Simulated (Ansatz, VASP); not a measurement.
Sb: VASP beside Ansatz

```xyz
1
Lattice="2.9887 0.0000 0.0000 0.0000 2.9887 0.0000 0.0000 0.0000 3.9870" Properties=species:S:1:pos:R:3 pbc="T T T"
Sb    0.0000    0.0000    0.0000
```

Alike in both runs: task single point; functional PBE; k mesh 6 × 6 × 4; occupations gaussian, width 0.1 eV; no spin polarisation.

```csv
,VASP,Ansatz
version,VASP 6.6.1,Ansatz 0.2.0
potentials or method,"VASP PAW PBE potentials, release 64 (Sb), cutoff 520 eV","scalar-relativistic, plane waves, PAW"
valence electrons in the cell,5,15
```

|  | VASP | Ansatz | Ansatz less VASP |
| --- | --- | --- | --- |
| gap on the k mesh at the Fermi level (eV) | none | none | - |
| pressure (GPa) | -0.6 | -0.6 | +0.01 |
| traceless stress, the component that is largest in VASP (GPa) | -4.46 | -4.46 | -0.003 |

A gap of «none» marks a metal or a gap that the smearing closes. VASP's potentials hold 5 valence electrons a cell and Ansatz's 15, so a difference there can come from the potentials and not from the codes.

The k mesh is coarse, so the values compare programs but aren't converged. Spin-orbit coupling is off throughout.
